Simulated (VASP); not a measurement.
**Al3C4: single point with PBE**

Al3C4:

```
Al C
1.0
     3.91124    0.00000    0.00000
     0.00000    3.91124    0.00000
     0.00000    0.00000    5.68537
Al C
3 4
Direct
  0.00000 0.00000 0.23871
  0.00000 0.00000 0.76129
  0.50000 0.50000 0.00000
  0.31763 0.31763 0.50000
  0.68237 0.68237 0.50000
  0.68237 0.31763 0.50000
  0.31763 0.68237 0.50000
```

The cell was built from a structure type or drawn by symmetry, and may not be a known phase.

| Quantity | Value |
| --- | --- |
| Program | VASP 6.6.1 |
| Task | single point |
| Functional | PBE |
| Potentials or basis | VASP PAW PBE potentials, release 64 (Al, C) |
| Cutoff | 520 eV |
| k mesh | 4 × 4 × 4 |
| Occupations | gaussian, width 0.1 eV |
| Spin | no spin polarisation |

The pressure is -2.1 GPa. The largest force is 2.685 eV/Å. The band gap on the k mesh is zero (an odd number of electrons rules out a gap without spin polarisation).

Forces on the atoms (eV/Å):
```
Al   0.000  0.000  1.678
Al   0.000  0.000 -1.678
Al   0.000  0.000  0.000
C   -1.899 -1.899  0.000
C    1.899  1.899  0.000
C    1.899 -1.899  0.000
C   -1.899  1.899  0.000
```

Stress tensor (GPa, compression positive):
```
  5.42   0.00   0.00
  0.00   5.42   0.00
  0.00   0.00 -17.03
```

Levels at points of the mesh, in eV from the Fermi level:
| k point | band 9 | band 10 | band 11 | band 12 | band 13 | band 14 | band 15 | band 16 | band 17 | band 18 |
| --- | --- | --- | --- | --- | --- | --- | --- | --- | --- | --- |
| (0.00, 0.00, 0.00) | -2.45 | -1.12 | -0.99 | -0.99 | 0.64 | 1.08 | 1.43 | 1.43 | 3.80 | 4.57 |
| (0.50, 0.00, 0.00) | -4.52 | -4.20 | -3.40 | 0.06 | 1.71 | 2.44 | 2.95 | 3.58 | 3.67 | 4.11 |
| (0.50, 0.50, 0.00) | -2.74 | -2.74 | -2.42 | -2.42 | -1.83 | -1.52 | -0.04 | -0.04 | 4.70 | 6.17 |
| (0.00, 0.00, 0.50) | -2.37 | -1.60 | -1.60 | -1.11 | -1.11 | 0.79 | 2.82 | 2.82 | 3.14 | 5.15 |
| (0.50, 0.00, 0.50) | -3.86 | -2.98 | -1.35 | -0.29 | 0.94 | 1.35 | 1.37 | 1.91 | 4.06 | 4.16 |
| (0.50, 0.50, 0.50) | -4.02 | -2.30 | -1.39 | -0.66 | -0.66 | 0.67 | 0.67 | 1.42 | 2.55 | 3.24 |

It took 15 s on 1 thread of AMD EPYC 9R45 96-Core Processor (Zen 5), with other jobs on the host, peak memory 0.16 GiB.

Caveat: the k points lie up to 0.40 Å⁻¹ apart, too coarse for converged energies and pressures of a metal; forces of over 1 eV/Å act on the atoms, so gaps and moduli don't describe the material at rest.
